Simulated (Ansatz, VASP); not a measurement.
## Two plane-wave programs on WS2

```
CELL_PARAMETERS angstrom
3.15989 0.00000 0.00000
-1.57994 2.73654 0.00000
0.00000 0.00000 16.93985
ATOMIC_POSITIONS crystal
W 0.33333 0.66667 0.00000
S 0.66667 0.33333 0.90696
S 0.66667 0.33333 0.09304
```

Alike in both runs: functional PBE; dispersion D3(BJ); k mesh 12 × 12 × 2; occupations gaussian, width 0.02 eV; no spin polarisation.

Ansatz relaxed the structure, and its values are those at the end. VASP's run is a single point on that final structure, the one shown.

|  | VASP | Ansatz |
| --- | --- | --- |
| version | VASP 6.6.1 | Ansatz 0.2.0 |
| potentials or method | VASP PAW PBE potentials, release 64 (W_sv, S), cutoff 500 eV | scalar-relativistic, plane waves, PAW |
| valence electrons in the cell | 26 | 26 |

|  | VASP | Ansatz | Ansatz less VASP |
| --- | --- | --- | --- |
| gap on the k mesh at the Fermi level (eV) | 1.92 | 1.92 | -0.003 |
| least direct gap on the mesh (eV) | 1.92 | 1.92 | -0.003 |

Ansatz's warnings: xc potential rough in thin density.

Spin-orbit coupling is off throughout.
